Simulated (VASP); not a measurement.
# Ta (P6_3/mmc) in VASP: notebook

Runs on Ta. Level: LDA. Tasks: single point, relaxation of cell and atoms.

All numbers are computed with VASP 6.6.1; they aren't measurements. Logs are shortened: lines on timing, memory, paths and dates and some standing lists are left out, and cuts for length are marked.

**1. The cell of the first run**

It takes space group P6_3/mmc (No. 194, hexagonal). Conventional cell: a = 2.825 Å, b = 2.825 Å, c = 5.077 Å, α = 90.00°, β = 90.00°, γ = 120.00°. Ta (site symmetry -6m2) has 12 Ta at 2.82 to 3.02 Å within 3.7 Å.

This isn't the form of Ta at room conditions, which is bcc.

**2. Single point, LDA**

Contents of INCAR:

```
PREC = Accurate
ENCUT = 500
EDIFF = 1E-6
ISMEAR = 0
SIGMA = 0.1
LREAL = F
LASPH = T
NELM = 120
ALGO = Normal
ISIF = 2
LWAVE = F
LCHARG = T
LELF = T
LVHAR = T
NBANDS = 18
GGA_COMPAT = F
```

Contents of KPOINTS:

```
regular mesh
0
Gamma
  6 6 4
```

Contents of POSCAR:

```
Ta
1.0
    2.8249351714      0.0000000000      0.0000000000
   -1.4124675857      2.4464656225      0.0000000000
    0.0000000000      0.0000000000      5.0767226768
Ta
2
Direct
    0.6666666667      0.3333333333      0.7500000000
    0.3333333333      0.6666666667      0.2500000000
```

Potentials or basis: VASP PAW LDA potentials, release 64 (Ta_pv).

Run with:

```sh
$ cat potpaw_LDA.64/Ta_pv/POTCAR > POTCAR
$ mpirun -np 1 vasp_std > vasp.out
```

OUTCAR:

```text
PREC = Accurate
   ENCUT = 500
   EDIFF = 1E-6
   ISMEAR = 0
   LREAL = F
   LASPH = T
   NELM = 120
   ISIF = 2

 ion  position               nearest neighbor table
   1  0.667  0.333  0.750-   2 3.02   2 3.02   2 3.02   2 3.02   2 3.02   2 3.02
   2  0.333  0.667  0.250-   1 3.02   1 3.02   1 3.02   1 3.02   1 3.02   1 3.02

  LATTYP: Found a hexagonal cell.
 ALAT       =     2.8249351714
 C/A-ratio  =     1.7971112145

  Lattice vectors:

 A1 = (   2.8249351714,   0.0000000000,   0.0000000000)
 A2 = (  -1.4124675857,   2.4464656225,   0.0000000000)
 A3 = (   0.0000000000,   0.0000000000,   5.0767226768)

Analysis of symmetry for initial positions (statically):
=====================================================================
 Subroutine PRICEL returns:
 Original cell was already a primitive cell.

 Routine SETGRP: Setting up the symmetry group for a
 hexagonal supercell.

 Subroutine GETGRP returns: Found 24 space group operations
 (whereof 12 operations were pure point group operations)
 out of a pool of 24 trial point group operations.

The static configuration has the point symmetry D_3d.
 The point group associated with its full space group is D_6h.

Analysis of symmetry for dynamics (positions and initial velocities):
=====================================================================
 Subroutine PRICEL returns:
 Original cell was already a primitive cell.

 Routine SETGRP: Setting up the symmetry group for a
 hexagonal supercell.

 Subroutine GETGRP returns: Found 24 space group operations
 (whereof 12 operations were pure point group operations)
 out of a pool of 24 trial point group operations.

The dynamic configuration has the point symmetry D_3d.
 The point group associated with its full space group is D_6h.

 Subroutine INISYM returns: Found 24 space group operations
 (whereof 12 operations are pure point group operations),
 and found     1 'primitive' translations

----------------------------------------------------------------------------------------

                                     Primitive cell

  volume of cell :      35.0858

  direct lattice vectors                    reciprocal lattice vectors
     2.824935171  0.000000000  0.000000000     0.353990424  0.204376467  0.000000000
    -1.412467586  2.446465622  0.000000000     0.000000000  0.408752934  0.000000000
     0.000000000  0.000000000  5.076722677     0.000000000  0.000000000  0.196977472

  length of vectors
     2.824935171  2.824935171  5.076722677     0.408752934  0.408752934  0.196977472

  position of ions in fractional coordinates (direct lattice)
     0.666666667  0.333333333  0.750000000
     0.333333333  0.666666667  0.250000000

  ion indices of the primitive-cell ions
   primitive index   ion index
                 1           1
                 2           2

----------------------------------------------------------------------------------------

 KPOINTS: regular mesh

Automatic generation of k-mesh.
 Grid dimensions read from file:
 generate k-points for:    6    6    4

 Generating k-lattice:

  Cartesian coordinates                     Fractional coordinates (reciprocal lattice)
     0.058998404  0.034062744  0.000000000     0.166666667  0.000000000  0.000000000
     0.000000000  0.068125489  0.000000000     0.000000000  0.166666667  0.000000000
     0.000000000  0.000000000  0.049244368     0.000000000  0.000000000  0.250000000

  Length of vectors
     0.068125489  0.068125489  0.049244368

  Shift w.r.t. Gamma in fractional coordinates (k-lattice)
     0.000000000  0.000000000  0.000000000

 Subroutine IBZKPT returns following result:
 ===========================================

 Found     21 irreducible k-points:

 Following reciprocal coordinates:
            Coordinates               Weight
  0.000000  0.000000  0.000000      1.000000
  0.166667 -0.000000  0.000000      6.000000
  0.333333  0.000000  0.000000      6.000000
  0.500000  0.000000  0.000000      3.000000
  0.166667  0.166667  0.000000      6.000000
  0.333333  0.166667  0.000000     12.000000
[... 13 lines left out ...]
  0.333333  0.166667  0.500000     12.000000
  0.333333  0.333333  0.500000      2.000000
   k-points           NKPTS =     21   k-points in BZ     NKDIM =     21   number of bands    NBANDS=     18
   number of dos      NEDOS =    301   number of ions     NIONS =      2
   total plane-waves  NPLWV =  23040
   dimension x,y,z NGX =    24 NGY =   24 NGZ =   40
   dimension x,y,z NGXF=    48 NGYF=   48 NGZF=   80
   ions per type =               2
   NGX,Y,Z   is equivalent  to a cutoff of  14.12, 14.12, 13.10 a.u.
   NGXF,Y,Z  is equivalent  to a cutoff of  28.25, 28.25, 26.20 a.u.
 SYSTEM =  unknown system
   PREC   = accura    normal or accurate (medium, high low for compatibility)
   ISTART =      0    job   : 0-new  1-cont  2-samecut
   ICHARG =      2    charge: 1-file 2-atom 10-const
   ISPIN  =      1    spin polarized calculation?
   LNONCOLLINEAR =      F non collinear calculations
   LSORBIT =      F    spin-orbit coupling
   LASPH  =      T    aspherical Exc in radial PAW
   ENCUT  =  500.0 eV  36.75 Ry    6.06 a.u.   5.15  5.15  9.26*2*pi/ulx,y,z
   NELM   =    120;   NELMIN=  2; NELMDL= -5     # of ELM steps
   EDIFF  = 0.1E-05   stopping-criterion for ELM
   LREAL  =      F    real-space projection
   EDIFFG = 0.1E-04   stopping-criterion for IOM
   NSW    =      0    number of steps for IOM
   IBRION =     -1    ionic relax: 0-MD 1-quasi-New 2-CG
   NFREE  =      0    steps in history (QN), initial steepest desc. (CG)
   ISIF   =      2    stress and relaxation
   ISYM   =      2    0-nonsym 1-usesym 2-fastsym
   POTIM  = 0.5000    time-step for ionic-motion
   TEBEG  =    0.0;   TEEND  =   0.0 temperature during run
   PSTRESS=    0.0 pullay stress
   NELECT =      22.0000    total number of electrons
   NUPDOWN=      -1.0000    fix difference up-down
   EMIN   =  10.00;   EMAX   =-10.00  energy-range for DOS
   EFERMI =   0.00;   METHOD = LEGACY
   ISMEAR =     0;   SIGMA  =   0.10  broadening in eV -4-tet -1-fermi 0-gaus
   EFERMI_NEDOS =   21; number of points for ismear=-14 and -15
   IALGO  =     38    algorithm
   IMIX   =      4    mixing-type and parameters
     AMIX     =   0.40;   BMIX     =  1.00
     AMIX_MAG =   1.60;   BMIX_MAG =  1.00
  volume/ion in A,a.u.               =      17.54       118.39
  Fermi-wavevector in a.u.,A,eV,Ry     =   1.401217  2.647916 26.713800  1.963409
  Thomas-Fermi vector in A             =   2.524100
   LORBIT       =      0    0 simple, 1 ext, 2 COOP (PROOUT), +10 PAW based schemes
   GGA     = CA    functional components
   LHFCALC =     F    Hartree Fock is set to
   AEXX    =    0.0000 exact exchange contribution
   IVDW    =     0    specifies the selected vdW correction
   LEPSILON=     F    determine dielectric tensor
   LRPA    =     F    only Hartree local field effects (RPA)
 non-spin polarized calculation
 Gauss-broadening in eV      SIGMA  =   0.10
  energy-cutoff  :      500.00
  volume of cell :       35.09
 maximum number of plane-waves:       900
 NGX is ok and might be reduce to    24
   NGX = 11   NGY = 11   NGZ = 19

 number of electron      22.0000000 magnetization

 Free energy of the ion-electron system (eV)
  ---------------------------------------------------
  ext. energy  EPLUGINS =         0.00000000
  ---------------------------------------------------
  free energy    TOTEN  =       -25.02470506 eV

  energy without entropy =      -25.00801941  energy(sigma->0) =      -25.01636224

 E-fermi :   6.0825     XC(G=0): -12.9136

 val. band max:        6.0578900417   @ k =   0.3333   0.1667   0.5000
 cond. band min:       6.0853409851   @ k =   0.3333   0.0000   0.0000
 fundamental gap:      0.0274509434
 Fermi energy:         6.0824971805

 k-point     1 :       0.0000    0.0000    0.0000
  band No.  band energies     occupation
      1     -28.3288      2.00000
      2     -27.3012      2.00000
      3     -27.1178      2.00000
      4     -27.1178      2.00000
      5     -27.0186      2.00000
      6     -27.0186      2.00000
[... 10 lines left out ...]
     17      11.5519      0.00000
     18      11.5519      0.00000

 k-point     2 :       0.1667   -0.0000    0.0000
  band No.  band energies     occupation
      1     -28.2197      2.00000
      2     -27.4681      2.00000
      3     -27.3713      2.00000
      4     -27.3127      2.00000
      5     -27.2102      2.00000
      6     -27.0838      2.00000
[... 10 lines left out ...]
     17      11.8641      0.00000
     18      13.4496      0.00000

 k-point     3 :       0.3333    0.0000    0.0000
  band No.  band energies     occupation
      1     -28.1375      2.00000
      2     -28.0155      2.00000
      3     -27.9621      2.00000
      4     -27.3842      2.00000
      5     -27.3723      2.00000
      6     -27.2181      2.00000
[... 10 lines left out ...]
     17      11.9888      0.00000
     18      14.4410      0.00000

 k-point     4 :       0.5000    0.0000    0.0000
  band No.  band energies     occupation
      1     -28.4554      2.00000
      2     -28.3147      2.00000
      3     -27.7799      2.00000
      4     -27.4675      2.00000
      5     -27.4539      2.00000
      6     -27.2856      2.00000
[... 312 lines left out ...]
      4     -27.5720      2.00000
      5     -27.3213      2.00000
      6     -27.3213      2.00000
[... 10 lines left out ...]
     17      11.4007      0.00000
     18      11.4007      0.00000

 k-point    20 :       0.3333    0.1667    0.5000
  band No.  band energies     occupation
      1     -28.2984      2.00000
      2     -28.2984      2.00000
      3     -27.6441      2.00000
      4     -27.6441      2.00000
      5     -27.4517      2.00000
      6     -27.4517      2.00000
[... 10 lines left out ...]
     17      14.1955      0.00000
     18      14.1955      0.00000

 k-point    21 :       0.3333    0.3333    0.5000
  band No.  band energies     occupation
      1     -28.1232      2.00000
      2     -28.1232      2.00000
      3     -27.9973      2.00000
      4     -27.9973      2.00000
      5     -27.4587      2.00000
      6     -27.4587      2.00000
[... 10 lines left out ...]
     17      16.1787      0.00000
     18      16.1799      0.00000

------------------------ aborting loop because EDIFF is reached ----------------------------------------

  FORCE on cell =-STRESS in cart. coord.  units (eV):
  Direction    XX          YY          ZZ          XY          YZ          ZX
  --------------------------------------------------------------------------------------
  -------------------------------------------------------------------------------------
  Total        0.1556502      0.1556502      0.3001073      0.0000000     -0.0000000      0.0000000
  in kB        7.1077032      7.1077032     13.7042778      0.0000000     -0.0000000      0.0000000
  external PRESSURE =       9.3065614 kB  Pullay stress =       0.0000000 kB

 VOLUME and BASIS-vectors are now :
 -----------------------------------------------------------------------------
  energy-cutoff  :      500.00
  volume of cell :       35.09
      direct lattice vectors                 reciprocal lattice vectors
     2.824935171  0.000000000  0.000000000     0.353990424  0.204376467  0.000000000
    -1.412467586  2.446465622  0.000000000     0.000000000  0.408752934  0.000000000
     0.000000000  0.000000000  5.076722677     0.000000000  0.000000000  0.196977472

 POSITION                                       TOTAL-FORCE (eV/Angst)
 -----------------------------------------------------------------------------------
      1.41247      0.81549      3.80754        -0.000000      0.000000      0.000000
     -0.00000      1.63098      1.26918         0.000000     -0.000000      0.000000
 -----------------------------------------------------------------------------------
    total drift:                               -0.000000      0.000000     -0.000000

  FREE ENERGIE OF THE ION-ELECTRON SYSTEM (eV)
  ---------------------------------------------------
  free  energy   TOTEN  =       -25.0247050627 eV

  energy  without entropy=      -25.0080194142  energy(sigma->0) =      -25.01636224
```

Wall time 20 s (1 thread of AMD EPYC 7R43 (Zen 3), shared host); peak memory 0.11 GiB.

Results:

```yaml
Free_energy: -25.0247 eV
Pressure: 0.9 GPa
Band_gap_on_the_k_mesh: zero (bands 11 and 12 overlap by 2.71 eV)
```

Caveat: the k points lie up to 0.43 Å⁻¹ apart, too coarse for converged energies and pressures of a metal; spin-orbit coupling is left out, which moves the levels of the heavy elements.

**3. Single point, LDA**

This run uses another cell than the first one, of 18.82 Å³/atom.

Contents of INCAR:

```
ALGO = Normal
EDIFF = 1E-6
ENCUT = 500
GGA_COMPAT = F
ISIF = 2
ISMEAR = 0
LASPH = T
LCHARG = F
LREAL = F
LWAVE = F
NBANDS = 18
NELM = 120
PREC = Accurate
SIGMA = 0.1
```

Contents of KPOINTS:

```
k-points
0
Gamma
  6 6 4
```

Contents of POSCAR:

```
Ta
1.0
    2.9003720726      0.0000000000      0.0000000000
   -1.4501860363      2.5117958953      0.0000000000
    0.0000000000      0.0000000000      5.1662740000
Ta
2
Direct
    0.6666666700      0.3333333300      0.7500000000
    0.3333333300      0.6666666700      0.2500000000
```

Potentials or basis: VASP PAW LDA potentials, release 64 (Ta_pv).

Run with:

```sh
$ cat potpaw_LDA.64/Ta_pv/POTCAR > POTCAR
$ mpirun -np 1 vasp_std > vasp.out
```

It took 25 s on 1 thread of AMD EPYC 7R43 (Zen 3), shared host; peak memory 0.11 GiB.

The run converged. Its results:

```yaml
Free_energy: -24.9303 eV
Pressure: -12.0 GPa
Band_gap_on_the_k_mesh: zero (bands 11 and 12 overlap by 2.31 eV)
```

Stress tensor (GPa, compression positive):
```
-12.59   0.00   0.00
  0.00 -12.59   0.00
  0.00   0.00 -10.72
```

Levels at points of the mesh, in eV from the Fermi level:
| k point | band 7 | band 8 | band 9 | band 10 | band 11 | band 12 | band 13 | band 14 | band 15 | band 16 |
| --- | --- | --- | --- | --- | --- | --- | --- | --- | --- | --- |
| (0.00, 0.00, 0.00) | -8.06 | -4.85 | -0.57 | 0.06 | 0.58 | 0.58 | 1.14 | 1.14 | 2.92 | 2.92 |
| (0.50, 0.00, 0.00) | -3.99 | -3.80 | -3.29 | -0.35 | -0.34 | 0.52 | 0.83 | 5.46 | 6.38 | 6.68 |
| (0.00, 0.00, 0.50) | -6.24 | -6.24 | -1.13 | -1.13 | 0.63 | 0.63 | 0.63 | 0.63 | 4.35 | 4.35 |
| (0.50, 0.00, 0.50) | -4.27 | -4.27 | -2.28 | -2.28 | 1.61 | 1.61 | 2.56 | 2.56 | 5.52 | 5.52 |

Caveat: the k points lie up to 0.42 Å⁻¹ apart, too coarse for converged energies and pressures of a metal; spin-orbit coupling is left out, which moves the levels of the heavy elements.

**4. Relaxation of cell and atoms, LDA**

This run uses another cell than the first one, of 18.82 Å³/atom.

Contents of INCAR:

```
ALGO     = Normal         # electronic algorithm
EDIFF    = 1E-7           # SCF threshold, eV
EDIFFG   = -0.05          # ionic threshold
ENCUT    = 500            # plane-wave cutoff, eV
GGA_COMPAT= False        
IBRION   = 2              # ionic algorithm
ISIF     = 3              # what is computed and relaxed
ISMEAR   = 0              # smearing method
LASPH    = True           # aspherical terms in the spheres
LCHARG   = False          # write CHGCAR
LREAL    = False          # projectors in reciprocal space
LWAVE    = False          # write WAVECAR
NELM     = 120            # most SCF steps
NELMIN   = 4            
NSW      = 100            # ionic steps
PREC     = Accurate       # precision mode
SIGMA    = 0.1            # smearing width, eV
```

KPOINTS is that of step 3.

POSCAR is that of step 3.

Run with:

```sh
$ cat potpaw_LDA.64/Ta_pv/POTCAR > POTCAR
$ mpirun -np 1 vasp_std > vasp.out
```

Wall time 92 s (1 thread of AMD EPYC 7R43 (Zen 3), shared host); peak memory 0.12 GiB.

Results (log left out):

| Item | Value |
| --- | --- |
| Free energy | -25.0260 eV |
| Relaxed volume | 17.61 Å³/atom |
| Relaxed cell | a = 2.827 Å, b = 2.827 Å, c = 5.089 Å, α = 90.00°, β = 90.00°, γ = 120.00° |
| Space group after relaxing (to 0.1 Å) | P6_3/mmc (No. 194) |
| Energy gained by relaxing | 47.9 meV/atom |
| Ionic steps | 6 |
| Pressure after relaxing | 0.2 GPa |
| Band gap on the k mesh | zero (bands 11 and 12 overlap by 2.69 eV) |

Stress tensor (GPa, compression positive):
```
0.04 0.00 0.00
0.00 0.04 0.00
0.00 0.00 0.40
```

Step by step:
| step | energy change (eV) | largest force (eV/Å) | pressure (GPa) | volume (Å³) |
| --- | --- | --- | --- | --- |
| 1 | 0.0000 | 0.0000 | -11.97 | 37.64 |
| 2 | 0.4213 | 0.0000 | 38.88 | 30.49 |
| 3 | -0.0945 | 0.0000 | -0.68 | 35.37 |
| 4 | -0.0948 | 0.0000 | -0.03 | 35.26 |
| 5 | -0.0948 | 0.0000 | 0.24 | 35.21 |
| 6 | -0.0957 | 0.0000 | 0.16 | 35.21 |

Final structure:
```cif
data_structure
_symmetry_space_group_name_H-M 'P 1'
_symmetry_Int_Tables_number 1
_cell_length_a 2.8268
_cell_length_b 2.8268
_cell_length_c 5.0885
_cell_angle_alpha 90.000
_cell_angle_beta 90.000
_cell_angle_gamma 120.000
_cell_volume 35.21
loop_
_atom_site_label
_atom_site_type_symbol
_atom_site_fract_x
_atom_site_fract_y
_atom_site_fract_z
_atom_site_occupancy
Ta1 Ta 0.66667 0.33333 0.75000 1
Ta2 Ta 0.33333 0.66667 0.25000 1
```

Levels at points of the mesh, in eV from the Fermi level:
| k point | band 7 | band 8 | band 9 | band 10 | band 11 | band 12 | band 13 | band 14 | band 15 |
| --- | --- | --- | --- | --- | --- | --- | --- | --- | --- |
| (0.00, 0.00, 0.00) | -8.38 | -5.15 | -0.84 | 0.11 | 0.54 | 0.54 | 1.13 | 1.13 | 3.17 |
| (0.50, 0.00, 0.00) | -4.26 | -4.19 | -3.68 | -0.51 | -0.22 | 0.47 | 0.86 | 5.84 | 7.00 |
| (0.00, 0.00, 0.50) | -6.47 | -6.47 | -1.34 | -1.34 | 0.61 | 0.61 | 0.61 | 0.61 | 4.68 |
| (0.50, 0.00, 0.50) | -4.64 | -4.64 | -2.61 | -2.61 | 1.83 | 1.83 | 2.72 | 2.72 | 5.90 |

Caveat: the k points lie up to 0.43 Å⁻¹ apart in the final cell, too coarse for converged energies and pressures of a metal; spin-orbit coupling is left out, which moves the levels of the heavy elements.

**5. Single point, LDA**

This run uses another cell than the first one, of 17.67 Å³/atom.

Contents of INCAR:

```
PREC = Accurate ; ENCUT = 520
EDIFF = 1E-7 ; ISMEAR = 0
SIGMA = 0.15 ; LREAL = False
LASPH = True ; NELM = 100
ALGO = Fast ; ISIF = 2
LWAVE = False ; LCHARG = False
NBANDS = 18
```

Contents of KPOINTS:

```
regular mesh
0
Gamma
  12 12 8
```

Contents of POSCAR:

```
Ta
1.0
    2.8385205513      0.0000000000      0.0000000000
   -1.4192602757      2.4582309066      0.0000000000
    0.0000000000      0.0000000000      5.0658835747
Ta
2
Direct
    0.6666666667      0.3333333333      0.7500000000
    0.3333333333      0.6666666667      0.2500000000
```

Run with:

```sh
$ cat potpaw_LDA.64/Ta_pv/POTCAR > POTCAR
$ mpirun -np 1 vasp_std > vasp.out
```

Run time: 21 s. Hardware: 1 thread of Intel Xeon 6975P-C (Granite Rapids), shared host; peak memory 0.17 GiB.

Results (log left out):

- Free energy: -25.0652 eV
- Pressure: 0.6 GPa
- Band gap on the k mesh: zero (bands 11 and 12 overlap by 2.64 eV)

Stress tensor (GPa, compression positive):
```
0.33 0.00 0.00
0.00 0.33 0.00
0.00 0.00 1.18
```

Levels at points of the mesh, in eV from the Fermi level:
| k point | band 9 | band 10 | band 11 | band 12 | band 13 | band 14 |
| --- | --- | --- | --- | --- | --- | --- |
| (0.00, 0.00, 0.00) | -0.72 | 0.19 | 0.54 | 0.54 | 1.15 | 1.15 |
| (0.50, 0.00, 0.00) | -3.63 | -0.44 | -0.25 | 0.52 | 0.80 | 5.86 |
| (0.00, 0.00, 0.50) | -1.27 | -1.27 | 0.60 | 0.60 | 0.60 | 0.60 |
| (0.50, 0.00, 0.50) | -2.54 | -2.54 | 1.82 | 1.82 | 2.68 | 2.68 |

Caveat: spin-orbit coupling is left out, which moves the levels of the heavy elements.

**6. Summary**

```tsv
task	cell	k mesh	cutoff (eV)	smearing	gap on the mesh (eV)	pressure (GPa)
single point	a = 2.825, b = 2.825, c = 5.077 Å, angles 90.0, 90.0, 120.0°, 2 atoms	6 × 6 × 4	500	gaussian 0.1 eV	none	0.9
single point	a = 2.900, b = 2.900, c = 5.166 Å, angles 90.0, 90.0, 120.0°, 2 atoms	6 × 6 × 4	500	gaussian 0.1 eV	none	-12.0
relaxation of cell and atoms	relaxed from a = 2.900, b = 2.900, c = 5.166 Å, angles 90.0, 90.0, 120.0°, 2 atoms	6 × 6 × 4	500	gaussian 0.1 eV	none	0.2
single point	a = 2.839, b = 2.839, c = 5.066 Å, angles 90.0, 90.0, 120.0°, 2 atoms	12 × 12 × 8	520	gaussian 0.15 eV	none	0.6
```

Alike in all rows: level LDA; potentials or basis VASP PAW LDA potentials, release 64 (Ta_pv); no spin polarisation.

Caveats: some runs use coarse meshes; spin-orbit coupling is left out, which moves the levels of the heavy elements.

Total energies depend on the potentials used, so only differences within one code and one set of settings carry meaning.
